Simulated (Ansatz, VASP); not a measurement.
One calculation of AlNi, two programs

Contents of INCAR:

```
SYSTEM = AlNi
PREC = Accurate
ENCUT = 520
EDIFF = 1E-6
ISMEAR = 0
SIGMA = 0.15
LREAL = .FALSE.
LASPH = .TRUE.
NELM = 60
ALGO = Fast
ISIF = 2
LWAVE = .FALSE.
LCHARG = .FALSE.
GGA = PS
NBANDS = 14
```

The input KPOINTS:

```
Automatic mesh
0
G
  16 16 16
  0 0 0
```

The input POSCAR:

```
AlNi
1.0
    2.0885383387     -2.0884828388      0.0000000000
    2.0885383387      2.0884828388      0.0000000000
    0.0000000000      0.0000000000      2.9454000000
Al Ni
1 1
Direct
    0.0000000000      0.0000000000      0.0000000000
    0.5000000000      0.5000000000      0.5000000000
```

Input for Ansatz:

```yaml
crystal:
  lattice:
    - [2.0885383387, -2.0884828388, 0.0]
    - [2.0885383387, 2.0884828388, 0.0]
    - [0.0, 0.0, 2.9454]
  atoms:
    - { symbol: Al, position: [0.0, 0.0, 0.0] }
    - { symbol: Ni, position: [0.5, 0.5, 0.5] }
basis:
  ecutwfc: 520.0
kpoints:
  mp_grid: { grid: [16, 16, 16] }
hamiltonian:
  xc: pbesol
  pseudopotentials: { kind: paw, azcp: { folder: soft_1 } }
scf:
  occupations: { method: gaussian, width: 0.15 }
output:
  forces: true
  stress: true
  eigenvalues: true
```

Alike in both runs: task single point; functional PBEsol; k mesh 16 × 16 × 16; occupations gaussian, width 0.15 eV; no spin polarisation.

|  | VASP | Ansatz |
| --- | --- | --- |
| version | VASP 6.6.1 | Ansatz 0.2.0 |
| potentials or method | VASP PAW PBE potentials, release 64 (Al, Ni), cutoff 520 eV | scalar-relativistic, plane waves, PAW |
| valence electrons in the cell | 13 | 21 |

Ansatz gave:

| Property | Result |
| --- | --- |
| gap on the k mesh at the Fermi level (eV) | none |
| pressure (GPa) | -13.0 |
| traceless stress, the component that is largest in VASP (GPa) | 0.12 |

**Question.** Which values does VASP return?

**Answer.** gap on the k mesh at the Fermi level (eV): none; pressure (GPa): -13.1; traceless stress, the component that is largest in VASP (GPa): 0.12.

VASP's potentials were made for PBE, not for PBEsol, and Ansatz warns of the same on its side. A gap of «none» marks a metal or a gap that the smearing closes. VASP's potentials hold 13 valence electrons a cell and Ansatz's 21, so a difference there can come from the potentials and not from the codes. Ansatz's warnings: near symmetry operations not taken.
